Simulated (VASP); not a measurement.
# Ta (I4/mmm) in VASP: a series of runs

Runs on Ta. Level: r2SCAN. Tasks: single point.

All numbers are computed with VASP 6.6.1; they aren't measurements. Logs are shortened: lines on timing, memory, paths and dates and some standing lists are left out, and cuts for length are marked.

**1. The cell of the first run**

It takes space group I4/mmm (No. 139, tetragonal). Conventional cell: a = 3.305 Å, b = 3.305 Å, c = 3.172 Å, α = 90.00°, β = 90.00°, γ = 90.00°. Within 3.7 Å of Ta (site symmetry 4/mmm) lie 14 Ta at 2.82 to 3.30 Å.

**2. Single point, r2SCAN (strain -0.0400 x Voigt [0, 1, 0, 0, 0, 0])**

The input, POSCAR:

```
Ta
1.0
   -1.6522866616      1.5861951951      1.6522866616
    1.6522866616     -1.5861951951      1.6522866616
    1.6522866616      1.5861951951     -1.6522866616
Ta
1
Direct
    0.0000000000      0.0000000000      0.0000000000
```

The input, INCAR.step1:

```
SYSTEM = Ta
ALGO = Normal
EDIFF = 1E-4
ENCUT = 520
GGA = PE
ISMEAR = 0
LASPH = .True.
LCHARG = .False.
LREAL = .False.
LWAVE = .True.
NBANDS = 12
NELM = 60
PREC = Accurate
SIGMA = 0.15
```

The input, INCAR.step2:

```
SYSTEM = Ta
ALGO = Normal
EDIFF = 1E-6
ENCUT = 520
ISIF = 2
ISMEAR = 0
ISTART = 1
LASPH = .True.
LCHARG = .False.
LMIXTAU = .True.
LREAL = .False.
LWAVE = .False.
METAGGA = R2SCAN
NBANDS = 12
NELM = 60
PREC = Accurate
SIGMA = 0.15
```

The input, KPOINTS:

```
k-points
0
Gamma
  26 26 26
  0 0 0
```

Potentials or basis: VASP PAW PBE potentials, release 64 (Ta_pv).

Run with:

```
$ cat potpaw_PBE.64/Ta_pv/POTCAR > POTCAR
$ cp INCAR.step1 INCAR
$ mpirun -np 1 vasp_std > vasp.out
$ cp INCAR.step2 INCAR
$ mpirun -np 1 vasp_std > vasp.out
```

OUTCAR:

```text
SYSTEM = Ta
   EDIFF = 1E-6
   ENCUT = 520
   ISIF = 2
   ISMEAR = 0
   ISTART = 1
   LASPH = .True.
   LREAL = .False.
   METAGGA = R2SCAN
   NELM = 60
   PREC = Accurate

 ion  position               nearest neighbor table
   1  0.000  0.000  0.000-

  LATTYP: Found a body centered tetragonal cell.
 ALAT       =     3.3045733232
 C/A-ratio  =     0.9600000000

  Lattice vectors:

 A1 = (  -1.6522866616,  -1.5861951951,   1.6522866616)
 A2 = (   1.6522866616,  -1.5861951951,  -1.6522866616)
 A3 = (   1.6522866616,   1.5861951951,   1.6522866616)

Analysis of symmetry for initial positions (statically):
=====================================================================
 Subroutine PRICEL returns:
 Original cell was already a primitive cell.

 Routine SETGRP: Setting up the symmetry group for a
 body centered tetragonal supercell.

 Subroutine GETGRP returns: Found 16 space group operations
 (whereof 16 operations were pure point group operations)
 out of a pool of 16 trial point group operations.

The static configuration has the point symmetry D_4h.

Analysis of symmetry for dynamics (positions and initial velocities):
=====================================================================
 Subroutine PRICEL returns:
 Original cell was already a primitive cell.

 Routine SETGRP: Setting up the symmetry group for a
 body centered tetragonal supercell.

 Subroutine GETGRP returns: Found 16 space group operations
 (whereof 16 operations were pure point group operations)
 out of a pool of 16 trial point group operations.

The dynamic configuration has the point symmetry D_4h.

 Subroutine INISYM returns: Found 16 space group operations
 (whereof 16 operations are pure point group operations),
 and found     1 'primitive' translations

----------------------------------------------------------------------------------------

                                     Primitive cell

  volume of cell :      17.3216

  direct lattice vectors                    reciprocal lattice vectors
    -1.652286662  1.586195195  1.652286662     0.000000000  0.315219717  0.302610928
     1.652286662 -1.586195195  1.652286662     0.302610928  0.000000000  0.302610928
     1.652286662  1.586195195 -1.652286662     0.302610928  0.315219717  0.000000000

  length of vectors
     2.824202121  2.824202121  2.824202121     0.436963206  0.427956479  0.436963206

  position of ions in fractional coordinates (direct lattice)
     0.000000000  0.000000000  0.000000000

  ion indices of the primitive-cell ions
   primitive index   ion index
                 1           1

----------------------------------------------------------------------------------------

 KPOINTS: k-points

Automatic generation of k-mesh.
 Grid dimensions read from file:
 generate k-points for:   26   26   26

 Generating k-lattice:

  Cartesian coordinates                     Fractional coordinates (reciprocal lattice)
     0.000000000  0.012123835  0.011638882     0.038461538  0.000000000 -0.000000000
     0.011638882  0.000000000  0.011638882     0.000000000  0.038461538  0.000000000
     0.011638882  0.012123835  0.000000000    -0.000000000  0.000000000  0.038461538

  Length of vectors
     0.016806277  0.016459865  0.016806277

  Shift w.r.t. Gamma in fractional coordinates (k-lattice)
     0.000000000  0.000000000  0.000000000

 Subroutine IBZKPT returns following result:
 ===========================================

 Found   1330 irreducible k-points:

 Following reciprocal coordinates:
            Coordinates               Weight
  0.000000  0.000000  0.000000      1.000000
  0.038462 -0.000000  0.000000      8.000000
  0.076923 -0.000000  0.000000      8.000000
  0.115385  0.000000 -0.000000      8.000000
  0.153846  0.000000 -0.000000      8.000000
  0.192308 -0.000000  0.000000      8.000000
[... 16 lines left out ...]
  0.307692  0.038462  0.000000     16.000000
  0.346154  0.038462 -0.000000     16.000000
 [... further k-points ...]
   k-points           NKPTS =   1330   k-points in BZ     NKDIM =   1330   number of bands    NBANDS=     12
   number of dos      NEDOS =    301   number of ions     NIONS =      1
   total plane-waves  NPLWV =  13824
   dimension x,y,z NGX =    24 NGY =   24 NGZ =   24
   dimension x,y,z NGXF=    48 NGYF=   48 NGZF=   48
   ions per type =               1
   NGX,Y,Z   is equivalent  to a cutoff of  14.13, 14.13, 14.13 a.u.
   NGXF,Y,Z  is equivalent  to a cutoff of  28.26, 28.26, 28.26 a.u.
 SYSTEM =  Ta
   PREC   = accura    normal or accurate (medium, high low for compatibility)
   ISTART =      1    job   : 0-new  1-cont  2-samecut
   ICHARG =      0    charge: 1-file 2-atom 10-const
   ISPIN  =      1    spin polarized calculation?
   LNONCOLLINEAR =      F non collinear calculations
   LSORBIT =      F    spin-orbit coupling
   LASPH  =      T    aspherical Exc in radial PAW
   ENCUT  =  520.0 eV  38.22 Ry    6.18 a.u.   5.25  5.25  5.25*2*pi/ulx,y,z
   NELM   =     60;   NELMIN=  2; NELMDL=  0     # of ELM steps
   EDIFF  = 0.1E-05   stopping-criterion for ELM
   LREAL  =      F    real-space projection
   EDIFFG = 0.1E-04   stopping-criterion for IOM
   NSW    =      0    number of steps for IOM
   IBRION =     -1    ionic relax: 0-MD 1-quasi-New 2-CG
   NFREE  =      0    steps in history (QN), initial steepest desc. (CG)
   ISIF   =      2    stress and relaxation
   ISYM   =      2    0-nonsym 1-usesym 2-fastsym
   POTIM  = 0.5000    time-step for ionic-motion
   TEBEG  =    0.0;   TEEND  =   0.0 temperature during run
   PSTRESS=    0.0 pullay stress
   NELECT =      11.0000    total number of electrons
   NUPDOWN=      -1.0000    fix difference up-down
   EMIN   =  10.00;   EMAX   =-10.00  energy-range for DOS
   EFERMI =   0.00;   METHOD = LEGACY
   ISMEAR =     0;   SIGMA  =   0.15  broadening in eV -4-tet -1-fermi 0-gaus
   EFERMI_NEDOS =   21; number of points for ismear=-14 and -15
   IALGO  =     38    algorithm
   IMIX   =      4    mixing-type and parameters
     AMIX     =   0.40;   BMIX     =  1.00
     AMIX_MAG =   1.60;   BMIX_MAG =  1.00
  volume/ion in A,a.u.               =      17.32       116.89
  Fermi-wavevector in a.u.,A,eV,Ry     =   1.407159  2.659145 26.940858  1.980097
  Thomas-Fermi vector in A             =   2.529447
   LORBIT       =      0    0 simple, 1 ext, 2 COOP (PROOUT), +10 PAW based schemes
   METAGGA = R2SCAN    functional components
   LHFCALC =     F    Hartree Fock is set to
   AEXX    =    0.0000 exact exchange contribution
   IVDW    =     0    specifies the selected vdW correction
   LEPSILON=     F    determine dielectric tensor
   LRPA    =     F    only Hartree local field effects (RPA)
 non-spin polarized calculation
 Gauss-broadening in eV      SIGMA  =   0.15
  energy-cutoff  :      520.00
  volume of cell :       17.32
 maximum number of plane-waves:       482
 NGX is ok and might be reduce to    24
   NGX = 11   NGY = 11   NGZ = 11

 number of electron      11.0000000 magnetization

 Free energy of the ion-electron system (eV)
  ---------------------------------------------------
  ext. energy  EPLUGINS =         0.00000000
  ---------------------------------------------------
  free energy    TOTEN  =       -48.55569192 eV

  energy without entropy =      -48.54213851  energy(sigma->0) =      -48.54891521

 E-fermi :   5.6444     XC(G=0): -13.9996

 val. band max:        5.6383515907   @ k =   0.1923  -0.1538   0.0385
 cond. band min:       5.6450691853   @ k =   0.0769   0.0769   0.0385
 fundamental gap:      0.0067175946
 Fermi energy:         5.6443855060

 k-point     1 :       0.0000    0.0000    0.0000
  band No.  band energies     occupation
      1     -28.4164      2.00000
      2     -28.4164      2.00000
      3     -28.4058      2.00000
      4      -2.8319      2.00000
      5       6.1014      0.00002
      6       6.7039      0.00000
      7       6.7039      0.00000
      8       9.6839      0.00000
      9      10.5067      0.00000
     10      17.9401      0.00000
     11      21.3527      0.00000
     12      21.3527      0.00000

 k-point     2 :       0.0385   -0.0000    0.0000
  band No.  band energies     occupation
      1     -28.4346      2.00000
      2     -28.4233      2.00000
      3     -28.4106      2.00000
      4      -2.7577      2.00000
      5       6.1103      0.00001
      6       6.6857      0.00000
      7       6.7139      0.00000
      8       9.6695      0.00000
      9      10.4376      0.00000
     10      17.9401      0.00000
     11      21.4851      0.00000
     12      21.4921      0.00000

 k-point     3 :       0.0769   -0.0000    0.0000
  band No.  band energies     occupation
      1     -28.4994      2.00000
      2     -28.4436      2.00000
      3     -28.4128      2.00000
      4      -2.5387      2.00000
      5       6.0739      0.00005
      6       6.6212      0.00000
      7       6.8126      0.00000
      8       9.6225      0.00000
      9      10.2793      0.00000
     10      17.9400      0.00000
     11      21.8268      0.00000
     12      21.8749      0.00000
[... 286 lines left out ...]
 k-point    23 :       0.3077    0.0385    0.0000
  band No.  band energies     occupation
      1     -29.4589      2.00000
      2     -28.7580      2.00000
      3     -28.4405      2.00000
      4       0.6347      2.00000
      5       4.3503      2.00000
      6       5.5908      1.38674
      7       9.9866      0.00000
      8      10.5748      0.00000
      9      11.1442      0.00000
     10      17.9392      0.00000
     11      20.2839      0.00000
     12      22.2636      0.00000

 k-point    24 :       0.3462    0.0385   -0.0000
  band No.  band energies     occupation
      1     -29.5880      2.00000
      2     -28.8034      2.00000
      3     -28.4442      2.00000
      4       0.8580      2.00000
      5       4.1322      2.00000
      6       5.9424      0.00495
      7      10.1472      0.00000
      8      10.7856      0.00000
      9      12.0787      0.00000
     10      17.9385      0.00000
     11      19.5650      0.00000
     12      21.1318      0.00000

 [... further k-points ...]

------------------------ aborting loop because EDIFF is reached ----------------------------------------

  FORCE on cell =-STRESS in cart. coord.  units (eV):
  Direction    XX          YY          ZZ          XY          YZ          ZX
  --------------------------------------------------------------------------------------
  -------------------------------------------------------------------------------------
  Total        0.9049934      1.4530207      0.9049934     -0.0000000      0.0000000      0.0000000
  in kB       83.7083075    134.3986725     83.7083075     -0.0000000      0.0000000      0.0000000
  external PRESSURE =     100.6050959 kB  Pullay stress =       0.0000000 kB

 VOLUME and BASIS-vectors are now :
 -----------------------------------------------------------------------------
  energy-cutoff  :      520.00
  volume of cell :       17.32
      direct lattice vectors                 reciprocal lattice vectors
    -1.652286662  1.586195195  1.652286662     0.000000000  0.315219717  0.302610928
     1.652286662 -1.586195195  1.652286662     0.302610928  0.000000000  0.302610928
     1.652286662  1.586195195 -1.652286662     0.302610928  0.315219717  0.000000000

 POSITION                                       TOTAL-FORCE (eV/Angst)
 -----------------------------------------------------------------------------------
      0.00000      0.00000      0.00000         0.000000      0.000000      0.000000
 -----------------------------------------------------------------------------------
    total drift:                                0.000000      0.000000     -0.000000

  FREE ENERGIE OF THE ION-ELECTRON SYSTEM (eV)
  ---------------------------------------------------
  free  energy   TOTEN  =       -48.5556919173 eV

  energy  without entropy=      -48.5421385098  energy(sigma->0) =      -48.54891521
```

Wall time 35 min (1 thread of Oxide Virtual Turin-like, shared host); peak memory 0.34 GiB.

What came out:

```
Free energy            : -48.5557 eV
Pressure               : 10.1 GPa
Band gap on the k mesh : zero (an odd number of electrons rules out a gap without spin polarisation)
```

Stress tensor (GPa, compression positive):
```
 8.37  0.00  0.00
 0.00 13.44  0.00
 0.00  0.00  8.37
```

Levels at points of the mesh, in eV from the Fermi level:
| k point | band 4 | band 5 | band 6 | band 7 | band 8 | band 9 |
| --- | --- | --- | --- | --- | --- | --- |
| (0.00, 0.00, 0.00) | -8.48 | 0.46 | 1.06 | 1.06 | 4.04 | 4.86 |
| (0.50, 0.00, 0.00) | -4.73 | -1.88 | 1.79 | 4.49 | 5.75 | 8.50 |
| (0.00, 0.50, 0.00) | -4.76 | -1.27 | 1.45 | 3.85 | 5.24 | 8.40 |
| (0.50, 0.50, 0.50) | -4.26 | -4.14 | 7.40 | 7.40 | 7.55 | 9.03 |

Caveat: the cell differs from its parent crystal (strain -0.0400 x Voigt [0, 1, 0, 0, 0, 0]); the stress differs along the axes, from 8 to 13 GPa; the PAW data sets were made with another functional, which shifts forces and pressure a little; spin-orbit coupling is left out, which moves the levels of the heavy elements.

**3. Single point, r2SCAN (strain -0.0200 x Voigt [0, 1, 0, 0, 0, 0])**

The input, POSCAR:

```
Ta
1.0
   -1.6522866616      1.6192409284      1.6522866616
    1.6522866616     -1.6192409284      1.6522866616
    1.6522866616      1.6192409284     -1.6522866616
Ta
1
Direct
    0.0000000000      0.0000000000      0.0000000000
```

The input, INCAR.step1:

```
SYSTEM = Ta
ALGO     = Normal         ! electronic algorithm
EDIFF    = 1E-4           ! SCF threshold, eV
ENCUT    = 520            ! plane-wave cutoff, eV
GGA      = PE             ! functional
ISMEAR   = 0              ! smearing method
LASPH    = .TRUE.         ! aspherical terms in the spheres
LCHARG   = .FALSE.        ! write CHGCAR
LREAL    = .FALSE.        ! projectors in reciprocal space
LWAVE    = .TRUE.         ! write WAVECAR
NBANDS   = 12             ! bands
NELM     = 60             ! most SCF steps
PREC     = Accurate       ! precision mode
SIGMA    = 0.15           ! smearing width, eV
```

The input, INCAR.step2:

```
SYSTEM = Ta
ALGO     = Normal         ! electronic algorithm
EDIFF    = 1E-6           ! SCF threshold, eV
ENCUT    = 520            ! plane-wave cutoff, eV
ISIF     = 2              ! what is computed and relaxed
ISMEAR   = 0              ! smearing method
ISTART   = 1            
LASPH    = .TRUE.         ! aspherical terms in the spheres
LCHARG   = .FALSE.        ! write CHGCAR
LMIXTAU  = .TRUE.       
LREAL    = .FALSE.        ! projectors in reciprocal space
LWAVE    = .FALSE.        ! write WAVECAR
METAGGA  = R2SCAN         ! meta-GGA
NBANDS   = 12             ! bands
NELM     = 60             ! most SCF steps
PREC     = Accurate       ! precision mode
SIGMA    = 0.15           ! smearing width, eV
```

The input, KPOINTS:

```
k-points
0
G
  26 26 26
  0 0 0
```

Potentials or basis: VASP PAW PBE potentials, release 64 (Ta_pv).

Run with:

```
$ cat potpaw_PBE.64/Ta_pv/POTCAR > POTCAR
$ cp INCAR.step1 INCAR
$ mpirun -np 1 vasp_std > vasp.out
$ cp INCAR.step2 INCAR
$ mpirun -np 1 vasp_std > vasp.out
```

Run time: 33 min. Hardware: 1 thread of Oxide Virtual Turin-like, shared host; peak memory 0.34 GiB.

Results (log left out):

```yaml
Free_energy: -48.5785 eV
Pressure: 5.2 GPa
Band_gap_on_the_k_mesh: zero (an odd number of electrons rules out a gap without spin polarisation)
```

Stress tensor (GPa, compression positive):
```
4.35 0.00 0.00
0.00 6.83 0.00
0.00 0.00 4.35
```

Levels at points of the mesh, in eV from the Fermi level:
```
           k point  band 3  band 4  band 5  band 6  band 7  band 8  band 9  band 10
(0.00, 0.00, 0.00)  -34.14   -8.39    0.66    0.95    0.95    4.20    4.59    12.20
(0.50, 0.00, 0.00)  -34.16   -4.63   -1.71    1.62    4.38    5.47    8.29    12.19
(0.00, 0.50, 0.00)  -34.14   -4.65   -1.42    1.46    4.04    5.26    8.24    12.18
(0.50, 0.50, 0.50)  -35.01   -4.09   -4.03    7.25    7.25    7.33    9.02     9.02
```

Caveat: the cell differs from its parent crystal (strain -0.0200 x Voigt [0, 1, 0, 0, 0, 0]); the cell stands under pressure; the PAW data sets were made with another functional, which shifts forces and pressure a little; spin-orbit coupling is left out, which moves the levels of the heavy elements.

**4. Single point, r2SCAN (strain +0.0100 x Voigt [0, 1, 0, 0, 0, 0])**

The input, POSCAR:

```
Ta
1.0
   -1.6522866616      1.6688095282      1.6522866616
    1.6522866616     -1.6688095282      1.6522866616
    1.6522866616      1.6688095282     -1.6522866616
Ta
1
Direct
    0.0000000000      0.0000000000      0.0000000000
```

The input, INCAR.step1:

```
SYSTEM = Ta
PREC = Accurate ; ENCUT = 520
ISMEAR = 0 ; SIGMA = 0.15
LREAL = .False. ; LASPH = .True.
NELM = 80 ; NBANDS = 12
GGA = PE ; ALGO = Normal
EDIFF = 1E-4 ; LWAVE = .True.
LCHARG = .False.
```

The input, INCAR.step2:

```
SYSTEM = Ta
PREC = Accurate ; ENCUT = 520
EDIFF = 1E-6 ; ISMEAR = 0
SIGMA = 0.15 ; LREAL = .False.
LASPH = .True. ; NELM = 80
ALGO = Normal ; ISIF = 2
LWAVE = .False. ; LCHARG = .False.
METAGGA = R2SCAN ; LMIXTAU = .True.
NBANDS = 12 ; ISTART = 1
```

The input, KPOINTS:

```
regular mesh
0
Gamma
  26 26 26
  0 0 0
```

Run with:

```
$ cat potpaw_PBE.64/Ta_pv/POTCAR > POTCAR
$ cp INCAR.step1 INCAR
$ mpirun -np 1 vasp_std > vasp.out
$ cp INCAR.step2 INCAR
$ mpirun -np 1 vasp_std > vasp.out
```

Wall time 35 min (1 thread of Oxide Virtual Turin-like, shared host); peak memory 0.35 GiB.

Results (log left out):

```yaml
Free_energy: -48.5863 eV
Pressure: -1.2 GPa
Band_gap_on_the_k_mesh: zero (an odd number of electrons rules out a gap without spin polarisation)
```

Stress tensor (GPa, compression positive):
```
-0.87  0.00  0.00
 0.00 -1.99  0.00
 0.00  0.00 -0.87
```

Levels at points of the mesh, in eV from the Fermi level:
| k point | band 4 | band 5 | band 6 | band 7 | band 8 | band 9 |
| --- | --- | --- | --- | --- | --- | --- |
| (0.00, 0.00, 0.00) | -8.28 | 0.80 | 0.80 | 0.94 | 4.20 | 4.38 |
| (0.50, 0.00, 0.00) | -4.50 | -1.48 | 1.39 | 4.09 | 5.19 | 7.97 |
| (0.00, 0.50, 0.00) | -4.49 | -1.62 | 1.47 | 4.27 | 5.26 | 8.00 |
| (0.50, 0.50, 0.50) | -3.88 | -3.85 | 7.00 | 7.03 | 7.03 | 8.73 |

Caveat: the cell differs from its parent crystal (strain +0.0100 x Voigt [0, 1, 0, 0, 0, 0]); the PAW data sets were made with another functional, which shifts forces and pressure a little; spin-orbit coupling is left out, which moves the levels of the heavy elements.

**5. Overview**

```csv
cell,gap on the mesh (eV),pressure (GPa)
"a = 2.824 Å, angles 108.4, 111.7, 108.4°, 1 atom",none,10.1
"a = 2.843 Å, angles 108.9, 110.6, 108.9°, 1 atom",none,5.2
"a = 2.871 Å, angles 109.7, 108.9, 109.7°, 1 atom",none,-1.2
```

Alike in all rows: task single point; level r2SCAN; potentials or basis VASP PAW PBE potentials, release 64 (Ta_pv); no spin polarisation; k mesh 26 × 26 × 26; cutoff (eV) 520; smearing gaussian 0.15 eV.

Caveats: the PAW data sets were made with another functional, which shifts forces and pressure a little; spin-orbit coupling is left out, which moves the levels of the heavy elements; the stress differs along the axes, from 8 to 13 GPa (at least some runs); the cell stands under pressure (at least some runs).

Absolute energies hang on the potentials; compare differences alone.
